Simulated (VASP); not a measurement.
Write the native input for VASP 6.6.1 that does the following.

* Task: single point
* Functional: PBEsol
* Potentials or basis: VASP PAW PBE potentials, release 64 (Cs_sv, Sn_d, I)
* Cutoff: 500 eV
* k mesh: 4 × 4 × 4
* Occupations: fermi-dirac, width 0.02 eV
* Spin: no spin polarisation
* Dipole correction: no
* Further INCAR settings: ALGO = Normal; EDIFF = 1e-06; NBANDS = 47

The structure of Cs2SnI6 lies in POSCAR:

```
Cs2SnI6
1.0
    0.0000000000      5.7769844162      5.7769844162
    5.7769844162      0.0000000000      5.7769844162
    5.7769844162      5.7769844162      0.0000000000
Cs Sn I
2 1 6
Direct
    0.2500000000      0.2500000000      0.2500000000
    0.7500000000      0.7500000000      0.7500000000
    0.0000000000      0.0000000000      0.0000000000
    0.7514112178      0.2485887822      0.2485887822
    0.2485887822      0.7514112178      0.2485887822
    0.2485887822      0.7514112178      0.7514112178
    0.7514112178      0.2485887822      0.7514112178
    0.2485887822      0.2485887822      0.7514112178
    0.7514112178      0.7514112178      0.2485887822
```

These files were run (other wordings do the same):

INCAR

```
SYSTEM = Cs2SnI6
PREC = Accurate
ENCUT = 500
EDIFF = 1E-6
ISMEAR = -1
SIGMA = 0.02
LREAL = .False.
LASPH = .True.
NELM = 120
ALGO = Normal
ISIF = 2
LWAVE = .False.
LCHARG = .True.
GGA = PS
LELF = .True.
LVHAR = .True.
NBANDS = 47
GGA_COMPAT = .False.
```

KPOINTS

```
regular mesh
0
Gamma
  4 4 4
  0 0 0
```

Potentials or basis: VASP PAW PBE potentials, release 64 (Cs_sv, Sn_d, I).

Launch:

```bash
$ cat potpaw_PBE.64/Cs_sv/POTCAR potpaw_PBE.64/Sn_d/POTCAR potpaw_PBE.64/I/POTCAR > POTCAR
$ mpirun -np 1 vasp_std > vasp.out
```

Results of the run:

```
Pressure               : 0.0 GPa
Band gap on the k mesh : zero (filled and empty bands touch)
```

Caveat: semilocal functionals underestimate gaps, and a narrow one can read as zero; the PAW data sets were made with another functional, which shifts forces and pressure a little; spin-orbit coupling is left out, which moves the levels of the heavy elements.

Run time: 2.4 min on 1 thread of Oxide Virtual Turin-like Processor, with other jobs on the host, peak memory 0.51 GiB.
